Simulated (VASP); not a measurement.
# Mg2Te3O (I4/mmm) in VASP: further runs

Mg2Te3O is run at these levels: PBE; tasks: relaxation of cell and atoms, single point.

Program: VASP 6.6.1. These are calculated values, not measurements. Logs are shortened: lines on timing, memory, paths and dates and some standing lists are left out, and cuts for length are marked.

**1. The cell of the first run**

Symmetry: I4/mmm, No. 139, tetragonal system. Conventional cell: a = 5.980 Å, b = 5.980 Å, c = 8.703 Å, α = 90.00°, β = 90.00°, γ = 90.00°. Mg (site symmetry -4m2) has 2 Te at 2.18 Å within 2.9 Å. Te (site symmetry 4/mmm) has 4 Te at 2.99 Å and 8 Mg at 3.70 Å within 3.9 Å. Te (site symmetry mmm) has 2 Mg at 2.18 Å within 2.9 Å. O (site symmetry 4/mmm) has 4 Te at 2.99 Å and 8 Mg at 3.70 Å within 3.9 Å.

**2. Relaxation of cell and atoms, PBE**

File INCAR:

```
SYSTEM = Mg2Te3O
PREC = Accurate
ENCUT = 600
EDIFF = 1E-6
ISMEAR = 0
SIGMA = 0.1
LREAL = .False.
LASPH = .True.
NELM = 60
ALGO = Normal
ISIF = 3
LWAVE = .False.
LCHARG = .False.
GGA = PE
IBRION = 2
NSW = 90
EDIFFG = -0.04
```

File KPOINTS:

```
Automatic mesh
0
Gamma
  4 4 4
  0 0 0
```

File POSCAR:

```
Mg2Te3O
1.0
   -2.9898672900      2.9898672900      4.3516660700
    2.9898672900     -2.9898672900      4.3516660700
    2.9898672900      2.9898672900     -4.3516660700
Mg Te O
2 3 1
Direct
    0.7500000000      0.2500000000      0.5000000000
    0.2500000000      0.7500000000      0.5000000000
    0.5000000000      0.5000000000      0.0000000000
    0.5000000000      0.0000000000      0.5000000000
    0.0000000000      0.5000000000      0.5000000000
    0.0000000000      0.0000000000      0.0000000000
```

Potentials or basis: VASP PAW PBE potentials, release 64 (Mg, Te, O).

On the command line:

```console
$ cat potpaw_PBE.64/Mg/POTCAR potpaw_PBE.64/Te/POTCAR potpaw_PBE.64/O/POTCAR > POTCAR
$ mpirun -np 1 vasp_std > vasp.out
```

OUTCAR:

```text
SYSTEM = Mg2Te3O
   PREC = Accurate
   ENCUT = 600
   EDIFF = 1E-6
   ISMEAR = 0
   LREAL = .False.
   LASPH = .True.
   NELM = 60
   ISIF = 3
   GGA = PE
   IBRION = 2
   NSW = 90
   EDIFFG = -0.04

 ion  position               nearest neighbor table
   1  0.750  0.250  0.500-   4 2.18   5 2.18
   2  0.250  0.750  0.500-   4 2.18   5 2.18
   3  0.500  0.500  0.000-   4 2.99   5 2.99   4 2.99   5 2.99
   4  0.500  0.000  0.500-   1 2.18   2 2.18   3 2.99   3 2.99
   5  0.000  0.500  0.500-   1 2.18   2 2.18   3 2.99   3 2.99
   6  0.000  0.000  0.000-

  LATTYP: Found a body centered tetragonal cell.
 ALAT       =     5.9797345800
 C/A-ratio  =     1.4554713129

  Lattice vectors:

 A1 = (  -2.9898672900,   2.9898672900,   4.3516660700)
 A2 = (   2.9898672900,  -2.9898672900,   4.3516660700)
 A3 = (   2.9898672900,   2.9898672900,  -4.3516660700)

Analysis of symmetry for initial positions (statically):
=====================================================================
 Subroutine PRICEL returns:
 Original cell was already a primitive cell.

 Routine SETGRP: Setting up the symmetry group for a
 body centered tetragonal supercell.

 Subroutine GETGRP returns: Found 16 space group operations
 (whereof 16 operations were pure point group operations)
 out of a pool of 16 trial point group operations.

The static configuration has the point symmetry D_4h.

Analysis of symmetry for dynamics (positions and initial velocities):
=====================================================================
 Subroutine PRICEL returns:
 Original cell was already a primitive cell.

 Routine SETGRP: Setting up the symmetry group for a
 body centered tetragonal supercell.

 Subroutine GETGRP returns: Found 16 space group operations
 (whereof 16 operations were pure point group operations)
 out of a pool of 16 trial point group operations.

The dynamic configuration has the point symmetry D_4h.

 Subroutine INISYM returns: Found 16 space group operations
 (whereof 16 operations are pure point group operations),
 and found     1 'primitive' translations

----------------------------------------------------------------------------------------

                                     Primitive cell

  volume of cell :     155.6035

  direct lattice vectors                    reciprocal lattice vectors
    -2.989867290  2.989867290  4.351666070     0.000000000  0.167231503  0.114898522
     2.989867290 -2.989867290  4.351666070     0.167231503  0.000000000  0.114898522
     2.989867290  2.989867290 -4.351666070     0.167231503  0.167231503  0.000000000

  length of vectors
     6.067586869  6.067586869  6.067586869     0.202899103  0.202899103  0.236501059

  position of ions in fractional coordinates (direct lattice)
     0.750000000  0.250000000  0.500000000
     0.250000000  0.750000000  0.500000000
     0.500000000  0.500000000  0.000000000
     0.500000000  0.000000000  0.500000000
     0.000000000  0.500000000  0.500000000
     0.000000000  0.000000000  0.000000000

  ion indices of the primitive-cell ions
   primitive index   ion index
                 1           1
                 2           2
                 3           3
                 4           4
                 5           5
                 6           6

----------------------------------------------------------------------------------------

 KPOINTS: Automatic mesh

Automatic generation of k-mesh.
 Grid dimensions read from file:
 generate k-points for:    4    4    4

 Generating k-lattice:

  Cartesian coordinates                     Fractional coordinates (reciprocal lattice)
     0.000000000  0.041807876  0.028724631     0.250000000  0.000000000 -0.000000000
     0.041807876  0.000000000  0.028724631     0.000000000  0.250000000 -0.000000000
     0.041807876  0.041807876  0.000000000     0.000000000  0.000000000  0.250000000

  Length of vectors
     0.050724776  0.050724776  0.059125265

  Shift w.r.t. Gamma in fractional coordinates (k-lattice)
     0.000000000  0.000000000  0.000000000

 Subroutine IBZKPT returns following result:
 ===========================================

 Found     13 irreducible k-points:

 Following reciprocal coordinates:
            Coordinates               Weight
  0.000000  0.000000  0.000000      1.000000
  0.250000  0.000000  0.000000      8.000000
  0.500000  0.000000  0.000000      4.000000
  0.250000  0.250000  0.000000      8.000000
  0.500000  0.250000  0.000000     16.000000
 -0.250000  0.250000  0.000000      4.000000
  0.500000  0.500000  0.000000      2.000000
  0.250000  0.250000  0.250000      2.000000
 -0.250000  0.250000  0.250000      4.000000
  0.500000  0.500000  0.250000      4.000000
 -0.250000  0.500000  0.250000      8.000000
 -0.250000 -0.250000  0.250000      2.000000
  0.500000  0.500000  0.500000      1.000000
   k-points           NKPTS =     13   k-points in BZ     NKDIM =     13   number of bands    NBANDS=     18
   number of dos      NEDOS =    301   number of ions     NIONS =      6
   total plane-waves  NPLWV = 110592
   dimension x,y,z NGX =    48 NGY =   48 NGZ =   48
   dimension x,y,z NGXF=    96 NGYF=   96 NGZF=   96
   ions per type =               2   3   1
   NGX,Y,Z   is equivalent  to a cutoff of  13.15, 13.15, 13.15 a.u.
   NGXF,Y,Z  is equivalent  to a cutoff of  26.30, 26.30, 26.30 a.u.
 SYSTEM =  Mg2Te3O
   PREC   = accura    normal or accurate (medium, high low for compatibility)
   ISTART =      0    job   : 0-new  1-cont  2-samecut
   ICHARG =      2    charge: 1-file 2-atom 10-const
   ISPIN  =      1    spin polarized calculation?
   LNONCOLLINEAR =      F non collinear calculations
   LSORBIT =      F    spin-orbit coupling
   LASPH  =      T    aspherical Exc in radial PAW
   ENCUT  =  600.0 eV  44.10 Ry    6.64 a.u.  12.12 12.12 12.12*2*pi/ulx,y,z
   NELM   =     60;   NELMIN=  2; NELMDL= -5     # of ELM steps
   EDIFF  = 0.1E-05   stopping-criterion for ELM
   LREAL  =      F    real-space projection
   EDIFFG = -.4E-01   stopping-criterion for IOM
   NSW    =     90    number of steps for IOM
   IBRION =      2    ionic relax: 0-MD 1-quasi-New 2-CG
   NFREE  =      1    steps in history (QN), initial steepest desc. (CG)
   ISIF   =      3    stress and relaxation
   ISYM   =      2    0-nonsym 1-usesym 2-fastsym
   POTIM  = 0.5000    time-step for ionic-motion
   TEBEG  =    0.0;   TEEND  =   0.0 temperature during run
   PSTRESS=    0.0 pullay stress
   NELECT =      28.0000    total number of electrons
   NUPDOWN=      -1.0000    fix difference up-down
   EMIN   =  10.00;   EMAX   =-10.00  energy-range for DOS
   EFERMI =   0.00;   METHOD = LEGACY
   ISMEAR =     0;   SIGMA  =   0.10  broadening in eV -4-tet -1-fermi 0-gaus
   EFERMI_NEDOS =   21; number of points for ismear=-14 and -15
   IALGO  =     38    algorithm
   IMIX   =      4    mixing-type and parameters
     AMIX     =   0.40;   BMIX     =  1.00
     AMIX_MAG =   1.60;   BMIX_MAG =  1.00
  volume/ion in A,a.u.               =      25.93       175.01
  Fermi-wavevector in a.u.,A,eV,Ry     =   0.924246  1.746572 11.622521  0.854231
  Thomas-Fermi vector in A             =   2.049971
   LORBIT       =      0    0 simple, 1 ext, 2 COOP (PROOUT), +10 PAW based schemes
   GGA     = PE    functional components
   LHFCALC =     F    Hartree Fock is set to
   AEXX    =    0.0000 exact exchange contribution
   IVDW    =     0    specifies the selected vdW correction
   LEPSILON=     F    determine dielectric tensor
   LRPA    =     F    only Hartree local field effects (RPA)
 conjugate gradient relaxation of ions
 non-spin polarized calculation
 Gauss-broadening in eV      SIGMA  =   0.10
  energy-cutoff  :      600.00
  volume of cell :      155.60
 maximum number of plane-waves:      5210
   NGX = 25   NGY = 25   NGZ = 25

--------------------------------------- Ionic step        1  -------------------------------------------

 number of electron      27.9999999 magnetization

 Free energy of the ion-electron system (eV)
  ---------------------------------------------------
  ext. energy  EPLUGINS =         0.00000000
  ---------------------------------------------------
  free energy    TOTEN  =       -10.56725790 eV

  energy without entropy =      -10.56263950  energy(sigma->0) =      -10.56494870

------------------------ aborting loop because EDIFF is reached ----------------------------------------

  FORCE on cell =-STRESS in cart. coord.  units (eV):
  Direction    XX          YY          ZZ          XY          YZ          ZX
  --------------------------------------------------------------------------------------
  -------------------------------------------------------------------------------------
  Total        3.2617623      3.2617623     57.1263658      0.0000000     -0.0000000      0.0000000
  in kB       33.5848577     33.5848577    588.2037670      0.0000000     -0.0000000      0.0000000
  external PRESSURE =     218.4578274 kB  Pullay stress =       0.0000000 kB

 VOLUME and BASIS-vectors are now :
 -----------------------------------------------------------------------------
  energy-cutoff  :      600.00
  volume of cell :      155.60
      direct lattice vectors                 reciprocal lattice vectors
    -2.989867290  2.989867290  4.351666070     0.000000000  0.167231503  0.114898522
     2.989867290 -2.989867290  4.351666070     0.167231503  0.000000000  0.114898522
     2.989867290  2.989867290 -4.351666070     0.167231503  0.167231503  0.000000000
[... 281 lines left out ...]
 POSITION                                       TOTAL-FORCE (eV/Angst)
 -----------------------------------------------------------------------------------
      0.00000      2.94584      2.74104         0.000000     -0.000000      0.000000
      2.94584      0.00000      2.74104         0.000000      0.000000     -0.000000
      2.94584      2.94584      0.00000        -0.000000      0.000000     -0.000000
      0.00000      2.94584      0.00000        -0.000000      0.000000     -0.000000
      0.00000      2.94584      5.48208        -0.000000      0.000000     -0.000000
      0.00000      5.89168      0.00000        -0.000000      0.000000     -0.000000
 -----------------------------------------------------------------------------------
    total drift:                               -0.000000      0.000000     -0.000000

  FREE ENERGIE OF THE ION-ELECTRON SYSTEM (eV)
  ---------------------------------------------------
  free  energy   TOTEN  =       -15.5404490458 eV

  energy  without entropy=      -15.5214284609  energy(sigma->0) =      -15.53093875

--------------------------------------- Ionic step        9  -------------------------------------------

 number of electron      28.0000003 magnetization

 Free energy of the ion-electron system (eV)
  ---------------------------------------------------
  ext. energy  EPLUGINS =         0.00000000
  ---------------------------------------------------
  free energy    TOTEN  =       -15.54122303 eV

  energy without entropy =      -15.52163669  energy(sigma->0) =      -15.53142986

 E-fermi :   3.2005     XC(G=0):  -8.0595

 val. band max:        3.1902104466   @ k =   0.5000   0.5000   0.2500
 cond. band min:       3.2363310651   @ k =   0.2500   0.0000   0.0000
 fundamental gap:      0.0461206185
 Fermi energy:         3.2005242304

 k-point     1 :       0.0000    0.0000    0.0000
  band No.  band energies     occupation
      1     -12.6955      2.00000
      2      -9.7025      2.00000
      3      -7.8421      2.00000
      4      -5.7497      2.00000
      5      -2.3050      2.00000
      6      -2.3050      2.00000
[... 10 lines left out ...]
     17       4.1398      0.00000
     18       6.7551      0.00000
[... 272 lines left out ...]
 POSITION                                       TOTAL-FORCE (eV/Angst)
 -----------------------------------------------------------------------------------
      0.00000      2.94557      2.75049        -0.000000     -0.000000      0.000000
      2.94557      0.00000      2.75049         0.000000      0.000000     -0.000000
      0.00000      0.00000      5.50098         0.000000      0.000000     -0.000000
      2.94557      0.00000      5.50098         0.000000      0.000000     -0.000000
      2.94557      0.00000      0.00000         0.000000      0.000000     -0.000000
      2.94557     -2.94557      5.50098         0.000000      0.000000     -0.000000
 -----------------------------------------------------------------------------------
    total drift:                               -0.000000     -0.000000      0.000000

  FREE ENERGIE OF THE ION-ELECTRON SYSTEM (eV)
  ---------------------------------------------------
  free  energy   TOTEN  =       -15.5412230305 eV

  energy  without entropy=      -15.5216366889  energy(sigma->0) =      -15.53142986

 reached required accuracy - stopping structural energy minimisation
```

It took 4.4 min on 1 thread of AMD EPYC 9R45 (Zen 5), shared host; peak memory 0.34 GiB.

What came out:

| Quantity | Value |
| --- | --- |
| Free energy | -15.5412 eV |
| Relaxed volume | 31.82 Å³/atom |
| Relaxed cell | a = 6.900 Å, b = 6.900 Å, c = 6.900 Å, α = 129.46°, β = 129.46°, γ = 74.27° |
| Space group after relaxing (to 0.05 Å) | I4/mmm (No. 139) |
| Energy gained by relaxing | 829.0 meV/atom |
| Ionic steps | 9 |
| Pressure after relaxing | 0.0 GPa |
| Band gap on the k mesh | zero (band 14 reaches 4.10 eV, above the bottom of band 15 at 2.46 eV) |

The path:
| step | energy change (eV) | largest force (eV/Å) | pressure (GPa) | volume (Å³) |
| --- | --- | --- | --- | --- |
| 1 | 0.0000 | 0.0000 | 21.85 | 155.60 |
| 2 | -3.7029 | 0.0000 | -5.44 | 239.14 |
| 3 | -4.8828 | 0.0000 | -0.79 | 197.66 |
| 4 | -4.8889 | 0.0000 | -1.56 | 201.78 |
| 5 | -4.8912 | 0.0000 | -1.35 | 200.51 |
| 6 | -4.9641 | 0.0000 | -0.40 | 193.60 |
| 7 | -4.9731 | 0.0000 | 0.09 | 190.59 |
| 8 | -4.9732 | 0.0000 | 0.14 | 190.29 |
| 9 | -4.9740 | 0.0000 | 0.01 | 190.91 |

Final structure:
```cif
data_structure
_symmetry_space_group_name_H-M 'P 1'
_symmetry_Int_Tables_number 1
_cell_length_a 6.9003
_cell_length_b 6.9003
_cell_length_c 6.9003
_cell_angle_alpha 129.461
_cell_angle_beta 129.461
_cell_angle_gamma 74.270
_cell_volume 190.91
loop_
_atom_site_label
_atom_site_type_symbol
_atom_site_fract_x
_atom_site_fract_y
_atom_site_fract_z
_atom_site_occupancy
Mg1 Mg 0.75000 0.25000 0.50000 1
Mg2 Mg 0.25000 0.75000 0.50000 1
Te1 Te 0.50000 0.50000 0.00000 1
Te2 Te 0.50000 0.00000 0.50000 1
Te3 Te 0.00000 0.50000 0.50000 1
O1 O 0.00000 0.00000 0.00000 1
```

Caveat: the k points lie up to 0.38 Å⁻¹ apart in the final cell; the volume moved by over 15 % at a fixed basis, so the end points are rough; spin-orbit coupling is left out, which moves the levels of the heavy elements.

[end of part 1 of 2]
